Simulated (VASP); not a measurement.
Wanted: the native input for a VASP 6.6.1 run.

```
Task                   : single point
Functional             : r2SCAN
Potentials or basis    : VASP PAW PBE potentials, release 64 (Si, Ge_d)
Cutoff                 : 520 eV
k mesh                 : 12 × 12 × 4
Occupations            : gaussian, width 0.02 eV
Spin                   : no spin polarisation
Dipole correction      : no
Further INCAR settings : ALGO = Normal; EDIFF = 1e-06; NBANDS = 26
```

The system is SiGe.

```
CELL_PARAMETERS angstrom
3.98247 0.00000 0.00000
-1.99123 3.44892 0.00000
0.00000 0.00000 6.42373
ATOMIC_POSITIONS crystal
Si 0.66667 0.33333 0.87591
Si 0.33333 0.66667 0.37591
Ge 0.66667 0.33333 0.49909
Ge 0.33333 0.66667 0.99909
```

This cell differs from its parent crystal: biaxial strain in the a-b plane: +2.0 %, then relaxed in part.

One way to write it, as run:

POSCAR

```
SiGe
1.0
    3.9824651968      0.0000000000      0.0000000000
   -1.9912325984      3.4489160301      0.0000000000
    0.0000000000      0.0000000000      6.4237318818
Si Ge
2 2
Direct
    0.6666666667      0.3333333333      0.8759128632
    0.3333333333      0.6666666667      0.3759128632
    0.6666666667      0.3333333333      0.4990861368
    0.3333333333      0.6666666667     -0.0009138632
```

INCAR.step1

```
PREC     = Accurate       # precision mode
ENCUT    = 520            # plane-wave cutoff, eV
ISMEAR   = 0              # smearing method
SIGMA    = 0.02           # smearing width, eV
LREAL    = False          # projectors in reciprocal space
LASPH    = True           # aspherical terms in the spheres
NELM     = 60             # most SCF steps
NBANDS   = 26             # bands
GGA      = PE             # functional
ALGO     = Normal         # electronic algorithm
EDIFF    = 1E-4           # SCF threshold, eV
LWAVE    = True           # write WAVECAR
LCHARG   = False          # write CHGCAR
```

INCAR.step2

```
PREC     = Accurate       # precision mode
ENCUT    = 520            # plane-wave cutoff, eV
EDIFF    = 1E-6           # SCF threshold, eV
ISMEAR   = 0              # smearing method
SIGMA    = 0.02           # smearing width, eV
LREAL    = False          # projectors in reciprocal space
LASPH    = True           # aspherical terms in the spheres
NELM     = 60             # most SCF steps
ALGO     = Normal         # electronic algorithm
ISIF     = 2              # what is computed and relaxed
LWAVE    = False          # write WAVECAR
LCHARG   = False          # write CHGCAR
METAGGA  = R2SCAN         # meta-GGA
LMIXTAU  = True         
NBANDS   = 26             # bands
ISTART   = 1
```

KPOINTS

```
regular mesh
0
Gamma
  12 12 4
```

Potentials or basis: VASP PAW PBE potentials, release 64 (Si, Ge_d).

The run is started by

```bash
$ cat potpaw_PBE.64/Si/POTCAR potpaw_PBE.64/Ge_d/POTCAR > POTCAR
$ cp INCAR.step1 INCAR
$ mpirun -np 1 vasp_std > vasp.out
$ cp INCAR.step2 INCAR
$ mpirun -np 1 vasp_std > vasp.out
```

It gave:

```yaml
Pressure: -2.7 GPa
Band_gap_on_the_k_mesh: 0.41 eV
```

Caveat: the cell differs from its parent crystal (biaxial strain in the a-b plane: +2.0 %, then relaxed in part); semilocal functionals underestimate gaps, and a narrow one can read as zero; the PAW data sets were made with another functional, which shifts forces and pressure a little.

Wall time 5.4 min on 1 thread of AMD EPYC 7R43 64-Core Processor (Zen 3), on a shared host, peak memory 0.24 GiB.
